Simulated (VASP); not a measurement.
A run of VASP 6.6.1 is set up as follows.

INCAR

```
PREC = Accurate ; ENCUT = 520
EDIFF = 1E-6 ; ISMEAR = -1
SIGMA = 0.1 ; LREAL = F
LASPH = T ; NELM = 60
ALGO = Normal ; ISIF = 2
LWAVE = F ; LCHARG = F
GGA = CA ; NBANDS = 50
```

KPOINTS

```
regular mesh
0
Gamma
  5 5 5
```

Contents of POSCAR:

```
Pd
1.0
    4.8841429333      0.0000000000      0.0000000000
    0.0000000000      4.8841429333      0.0000000000
    0.0000000000      0.0000000000      4.8841429333
Pd
8
Direct
    1.0000000000      0.0000000000      1.0000000000
    0.5000000000      0.5000000000      0.5000000000
    0.2500000000      1.0000000000      0.5000000000
    0.7500000000      1.0000000000      0.5000000000
    0.5000000000      0.2500000000      1.0000000000
    0.5000000000      0.7500000000      1.0000000000
    0.0000000000      0.5000000000      0.2500000000
    0.0000000000      0.5000000000      0.7500000000
```

Potentials or basis: VASP PAW LDA potentials, release 64 (Pd).

The run is started by

```bash
$ cat potpaw_LDA.64/Pd/POTCAR > POTCAR
$ mpirun -np 1 vasp_std > vasp.out
```

(1) Predict the pressure.

(2) Predict the band gap on the k mesh.

Answers

(1) 0.1 GPa.

(2) zero (band 40 reaches 9.89 eV, above the bottom of band 41 at 9.60 eV).
